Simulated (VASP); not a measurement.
# Hf (P6_3/mmc) in VASP: single point with PBEsol

Aim: the single point of Hf with PBEsol.

All numbers are computed with VASP 6.6.1; they aren't measurements. Logs are shortened: lines on timing, memory, paths and dates and some standing lists are left out, and cuts for length are marked.

## Step 1: The cell of the first run

Symmetry: P6_3/mmc, No. 194, hexagonal system. Conventional cell: a = 3.158 Å, b = 3.158 Å, c = 5.005 Å, α = 90.00°, β = 90.00°, γ = 120.00°. Hf (site symmetry -6m2) has 12 Hf at 3.10 to 3.16 Å within 4.1 Å.

## Step 2: Single point, PBEsol

INCAR reads:

```
PREC     = Accurate       # precision mode
ENCUT    = 520            # plane-wave cutoff, eV
EDIFF    = 1E-7           # SCF threshold, eV
ISMEAR   = -1             # smearing method
SIGMA    = 0.1            # smearing width, eV
LREAL    = False          # projectors in reciprocal space
LASPH    = True           # aspherical terms in the spheres
NELM     = 80             # most SCF steps
ALGO     = Normal         # electronic algorithm
ISIF     = 2              # what is computed and relaxed
LWAVE    = False          # write WAVECAR
LCHARG   = True           # write CHGCAR
GGA      = PS             # functional
LELF     = True           # ELF
LVHAR    = True         
NBANDS   = 17             # bands
```

KPOINTS reads:

```
Automatic mesh
0
Gamma
  13 13 7
```

POSCAR reads:

```
Hf
1.0
    1.5790051092     -2.7349170745      0.0000000000
    1.5790051092      2.7349170745      0.0000000000
    0.0000000000      0.0000000000      5.0045015171
Hf
2
Direct
    0.6666666670      0.3333333330      0.2500000000
    0.3333333330      0.6666666670      0.7500000000
```

Potentials or basis: VASP PAW PBE potentials, release 64 (Hf_pv).

Started as:

```console
> cat potpaw_PBE.64/Hf_pv/POTCAR > POTCAR
> mpirun -np 1 vasp_std > vasp.out
```

OUTCAR:

```text
PREC = Accurate
   ENCUT = 520
   EDIFF = 1E-7
   ISMEAR = -1
   LREAL = False
   LASPH = True
   NELM = 80
   ISIF = 2
   GGA = PS

 ion  position               nearest neighbor table
   1  0.667  0.333  0.250-   2 3.10   2 3.10   2 3.10   2 3.10   2 3.10   2 3.10
   2  0.333  0.667  0.750-   1 3.10   1 3.10   1 3.10   1 3.10   1 3.10   1 3.10

  LATTYP: Found a hexagonal cell.
 ALAT       =     3.1580102184
 C/A-ratio  =     1.5847008626

  Lattice vectors:

 A1 = (   1.5790051092,  -2.7349170745,   0.0000000000)
 A2 = (   1.5790051092,   2.7349170745,   0.0000000000)
 A3 = (   0.0000000000,   0.0000000000,   5.0045015171)

Analysis of symmetry for initial positions (statically):
=====================================================================
 Subroutine PRICEL returns:
 Original cell was already a primitive cell.

 Routine SETGRP: Setting up the symmetry group for a
 hexagonal supercell.

 Subroutine GETGRP returns: Found 24 space group operations
 (whereof 12 operations were pure point group operations)
 out of a pool of 24 trial point group operations.

The static configuration has the point symmetry D_3d.
 The point group associated with its full space group is D_6h.

Analysis of symmetry for dynamics (positions and initial velocities):
=====================================================================
 Subroutine PRICEL returns:
 Original cell was already a primitive cell.

 Routine SETGRP: Setting up the symmetry group for a
 hexagonal supercell.

 Subroutine GETGRP returns: Found 24 space group operations
 (whereof 12 operations were pure point group operations)
 out of a pool of 24 trial point group operations.

The dynamic configuration has the point symmetry D_3d.
 The point group associated with its full space group is D_6h.

 Subroutine INISYM returns: Found 24 space group operations
 (whereof 12 operations are pure point group operations),
 and found     1 'primitive' translations

----------------------------------------------------------------------------------------

                                     Primitive cell

  volume of cell :      43.2234

  direct lattice vectors                    reciprocal lattice vectors
     1.579005109 -2.734917075  0.000000000     0.316655087 -0.182820900  0.000000000
     1.579005109  2.734917075  0.000000000     0.316655087  0.182820900  0.000000000
     0.000000000  0.000000000  5.004501517     0.000000000  0.000000000  0.199820101

  length of vectors
[... 80 lines left out ...]
   ENCUT  =  520.0 eV  38.22 Ry    6.18 a.u.   5.87  5.87  9.31*2*pi/ulx,y,z
   NELM   =     80;   NELMIN=  2; NELMDL= -5     # of ELM steps
   EDIFF  = 0.1E-06   stopping-criterion for ELM
   LREAL  =      F    real-space projection
   EDIFFG = 0.1E-05   stopping-criterion for IOM
   NSW    =      0    number of steps for IOM
   IBRION =     -1    ionic relax: 0-MD 1-quasi-New 2-CG
   NFREE  =      0    steps in history (QN), initial steepest desc. (CG)
   ISIF   =      2    stress and relaxation
   ISYM   =      2    0-nonsym 1-usesym 2-fastsym
   POTIM  = 0.5000    time-step for ionic-motion
   TEBEG  =    0.0;   TEEND  =   0.0 temperature during run
   PSTRESS=    0.0 pullay stress
   NELECT =      20.0000    total number of electrons
   NUPDOWN=      -1.0000    fix difference up-down
   EMIN   =  10.00;   EMAX   =-10.00  energy-range for DOS
   EFERMI =   0.00;   METHOD = LEGACY
   ISMEAR =    -1;   SIGMA  =   0.10  broadening in eV -4-tet -1-fermi 0-gaus
   EFERMI_NEDOS =   21; number of points for ismear=-14 and -15
   IALGO  =     38    algorithm
   IMIX   =      4    mixing-type and parameters
     AMIX     =   0.40;   BMIX     =  1.00
     AMIX_MAG =   1.60;   BMIX_MAG =  1.00
  volume/ion in A,a.u.               =      21.61       145.84
  Fermi-wavevector in a.u.,A,eV,Ry     =   1.266228  2.392824 21.814682  1.603334
  Thomas-Fermi vector in A             =   2.399440
   LORBIT       =      0    0 simple, 1 ext, 2 COOP (PROOUT), +10 PAW based schemes
   GGA     = PS    functional components
   LHFCALC =     F    Hartree Fock is set to
   AEXX    =    0.0000 exact exchange contribution
   IVDW    =     0    specifies the selected vdW correction
   LEPSILON=     F    determine dielectric tensor
   LRPA    =     F    only Hartree local field effects (RPA)
 non-spin polarized calculation
  energy-cutoff  :      520.00
  volume of cell :       43.22
 maximum number of plane-waves:      1178
 NGX is ok and might be reduce to    24
   NGX = 11   NGY = 11   NGZ = 19

 number of electron      19.9999996 magnetization

 Free energy of the ion-electron system (eV)
  ---------------------------------------------------
  ext. energy  EPLUGINS =         0.00000000
  ---------------------------------------------------
  free energy    TOTEN  =       -21.03212918 eV

  energy without entropy =      -20.97622537  energy(sigma->0) =      -21.00417728

 E-fermi :   4.9824     XC(G=0): -11.5501

 val. band max:        4.9634857689   @ k =   0.3846   0.2308   0.4286
 cond. band min:       4.9876443625   @ k =   0.3077   0.2308   0.2857
 fundamental gap:      0.0241585936
 Fermi energy:         4.9824051650

 k-point     1 :       0.0000    0.0000    0.0000
  band No.  band energies     occupation
      1     -26.0017      2.00000
      2     -25.1679      2.00000
      3     -25.1679      2.00000
      4     -25.0255      2.00000
      5     -25.0255      2.00000
      6     -25.0246      2.00000
[... 457 lines left out ...]
      4     -25.2057      2.00000
      5     -25.0687      2.00000
      6     -25.0535      2.00000
[... 9 lines left out ...]
     16       7.8822      0.00000
     17      10.9707      0.00000

 [... further k-points ...]

------------------------ aborting loop because EDIFF is reached ----------------------------------------

  FORCE on cell =-STRESS in cart. coord.  units (eV):
  Direction    XX          YY          ZZ          XY          YZ          ZX
  --------------------------------------------------------------------------------------
  -------------------------------------------------------------------------------------
  Total       -0.0870423     -0.0870423     -0.1102498      0.0000000     -0.0000000      0.0000000
  in kB       -3.2264330     -3.2264330     -4.0866711      0.0000000     -0.0000000      0.0000000
  external PRESSURE =      -3.5131790 kB  Pullay stress =       0.0000000 kB

 VOLUME and BASIS-vectors are now :
 -----------------------------------------------------------------------------
  energy-cutoff  :      520.00
  volume of cell :       43.22
      direct lattice vectors                 reciprocal lattice vectors
     1.579005109 -2.734917075  0.000000000     0.316655087 -0.182820900  0.000000000
     1.579005109  2.734917075  0.000000000     0.316655087  0.182820900  0.000000000
     0.000000000  0.000000000  5.004501517     0.000000000  0.000000000  0.199820101

 POSITION                                       TOTAL-FORCE (eV/Angst)
 -----------------------------------------------------------------------------------
      1.57901     -0.91164      1.25113        -0.000000      0.000000      0.000000
      1.57901      0.91164      3.75338         0.000000     -0.000000      0.000000
 -----------------------------------------------------------------------------------
    total drift:                               -0.000000      0.000000     -0.000000

  FREE ENERGIE OF THE ION-ELECTRON SYSTEM (eV)
  ---------------------------------------------------
  free  energy   TOTEN  =       -21.0321291807 eV

  energy  without entropy=      -20.9762253731  energy(sigma->0) =      -21.00417728
```

OSZICAR:

```text
N       E                     dE             d eps       ncg     rms          rms(c)
DAV:   1     0.510995393942E+02    0.51100E+02   -0.11297E+04  2864   0.112E+03
DAV:   2    -0.199344544561E+02   -0.71034E+02   -0.69126E+02  3728   0.253E+02
DAV:   3    -0.217702329111E+02   -0.18358E+01   -0.18228E+01  3692   0.272E+01
DAV:   4    -0.217843871581E+02   -0.14154E-01   -0.14143E-01  3624   0.285E+00
DAV:   5    -0.217845255933E+02   -0.13844E-03   -0.13841E-03  3673   0.250E-01    0.669E+01
DAV:   6    -0.212354326657E+02    0.54909E+00   -0.48907E-01  3368   0.442E+00    0.396E+01
DAV:   7    -0.210422841662E+02    0.19315E+00   -0.80646E-01  3470   0.545E+00    0.186E+00
DAV:   8    -0.210320350115E+02    0.10249E-01   -0.50586E-02  3405   0.147E+00    0.351E-01
DAV:   9    -0.210321377106E+02   -0.10270E-03   -0.11301E-03  3829   0.235E-01    0.185E-01
DAV:  10    -0.210321286341E+02    0.90765E-05   -0.52379E-05  3332   0.492E-02    0.212E-01
DAV:  11    -0.210321291106E+02   -0.47652E-06   -0.54212E-06  3754   0.157E-02    0.123E-02
DAV:  12    -0.210321292450E+02   -0.13437E-06   -0.46329E-07  3327   0.443E-03    0.487E-03
DAV:  13    -0.210321291807E+02    0.64324E-07   -0.19179E-08  1946   0.103E-03
   1 F= -.21032129E+02 E0= -.21004177E+02  d E =-.559038E-01
```

stdout:

```text
POSCAR found type information on POSCAR Hf
 POSCAR found :  1 types and       2 ions
 scaLAPACK will be used
 -----------------------------------------------------------------------------
|                                                                             |
|                                                                             |
|     You enforced a specific xc type in the INCAR file but a different       |
|     I HOPE YOU KNOW WHAT YOU ARE DOING!                                     |
|                                                                             |
 -----------------------------------------------------------------------------

 LDA part: xc-table for (Slater+PW92), standard interpolation
 POSCAR, INCAR and KPOINTS ok, starting setup
 FFT: planning ... GRIDC
 FFT: planning ... GRID_SOFT
 FFT: planning ... GRID
 WAVECAR not read
 entering main loop
```

Run time: 29 s. Hardware: 1 thread of Intel Xeon Platinum 8488C (Sapphire Rapids), shared host; peak memory 0.19 GiB.

What came out:

```
Free energy            : -21.0321 eV
Pressure               : -0.4 GPa
Band gap on the k mesh : zero (bands 10 and 11 overlap by 1.55 eV)
```

Stress tensor (GPa, compression positive):
```
-0.32  0.00  0.00
 0.00 -0.32  0.00
 0.00  0.00 -0.41
```

Levels at points of the mesh, in eV from the Fermi level:
```
           k point  band 7  band 8  band 9  band 10  band 11  band 12  band 13  band 14
(0.00, 0.00, 0.00)   -7.49   -3.81    0.80     1.19     1.19     1.47     2.05     2.05
```

Caveat: the PAW data sets were made with another functional, which shifts forces and pressure a little; spin-orbit coupling is left out, which moves the levels of the heavy elements.
